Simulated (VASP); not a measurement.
A run of VASP 6.6.1 is set up as follows.

The input INCAR:

```
SYSTEM = Ti5Si
PREC = Accurate
ENCUT = 520
EDIFF = 1E-7
ISMEAR = 0
SIGMA = 0.1
LREAL = .FALSE.
LASPH = .TRUE.
NELM = 60
ALGO = Fast
ISIF = 2
LWAVE = .FALSE.
LCHARG = .FALSE.
GGA = PS
NBANDS = 41
```

Contents of KPOINTS:

```
regular mesh
0
G
  12 12 12
  0 0 0
```

The input POSCAR:

```
Ti5Si
1.0
    2.3724284646      1.3697222126      4.2635918324
   -2.3724284646      1.3697222126      4.2635918324
    0.0000000000     -2.7394444254      4.2635918323
Ti Si
5 1
Direct
    0.1506764062      0.1506764062      0.1506764062
    0.6075102752      0.3924897248      0.0000000000
    0.0000000000      0.6075102752      0.3924897248
    0.8493235938      0.8493235938      0.8493235938
    0.3924897248      0.0000000000      0.6075102752
    0.5000000000      0.5000000000      0.5000000000
```

Potentials or basis: VASP PAW PBE potentials, release 64 (Ti_sv, Si).

Run with:

```bash
$ cat potpaw_PBE.64/Ti_sv/POTCAR potpaw_PBE.64/Si/POTCAR > POTCAR
$ mpirun -np 1 vasp_std > vasp.out
```

(1) Predict the largest force.

(2) Estimate the pressure.

Answers

(1) 0.011 eV/Å.

(2) 20.5 GPa.

Caveat: the cell stands under pressure; the PAW data sets were made with another functional, which shifts forces and pressure a little.
